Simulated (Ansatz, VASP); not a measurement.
# Two plane-wave programs on InAs

```
In As
1.0
     0.00000    2.44893    2.44893
     2.44893    0.00000    2.44893
     2.44893    2.44893    0.00000
In As
1 1
Cartesian
  0.0000 0.0000 0.0000
  2.4489 2.4489 2.4489
```

Change from the starting cell: volume scaled by 0.64, PAW files.

Alike in both runs: task single point; functional r2SCAN; k mesh 13 × 13 × 13; occupations fermi-dirac, width 0.05 eV; no spin polarisation.

```csv
,VASP,Ansatz
version,VASP 6.6.1,Ansatz 0.2.0
potentials or method,"VASP PAW PBE potentials, release 64 (In_d, As)","PAW with Ansatz's default frozen-core files, scalar-relativistic"
plane-wave cutoff (eV),550,500
valence electrons in the cell,18,28
```

Ansatz gave:

- pressure (GPa): 91.9

**Question.** Estimate VASP's values.

**Answer.** Pressure (GPa): 93.1.

VASP's potentials were made for PBE, not for r2SCAN. Both programs put the cell under a high pressure, so it lies far from rest at this level. VASP's potentials hold 18 valence electrons a cell and Ansatz's 28, so a difference there can come from the potentials and not from the codes.

Noted on VASP's run: the cell as given lies far from equilibrium.
